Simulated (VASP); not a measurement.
Here is a VASP 6.6.1 calculation.

The input INCAR:

```
AGGAC = 0.0
ALDAC = 0.0
ALGO = Normal
EDIFF = 1E-6
ENCUT = 520
GGA = PE
ISIF = 2
ISMEAR = -1
LASPH = T
LCHARG = F
LREAL = F
LWAVE = F
NBANDS = 11
NELM = 60
PREC = Accurate
SIGMA = 0.05
```

Contents of KPOINTS:

```
k-points
0
Gamma
  12 12 12
```

File POSCAR:

```
Pt
1.0
    0.0000000000      1.9208704006      1.9208704006
    1.9208704006      0.0000000000      1.9208704006
    1.9208704006      1.9208704006      0.0000000000
Pt
1
Direct
    0.0000000000      0.0000000000      0.0000000000
```

Potentials or basis: VASP PAW PBE potentials, release 64 (Pt).

Launch:

```console
$ cat potpaw_PBE.64/Pt/POTCAR > POTCAR
$ mpirun -np 1 vasp_std > vasp.out
```

(1) Predict the band gap on the k mesh.

(2) Predict the pressure.

Results:

(1) zero (band 5 reaches 14.91 eV, above the bottom of band 6 at 12.39 eV).

(2) 68.2 GPa.

Caveat: spin-orbit coupling is left out, which moves the levels of the heavy elements.
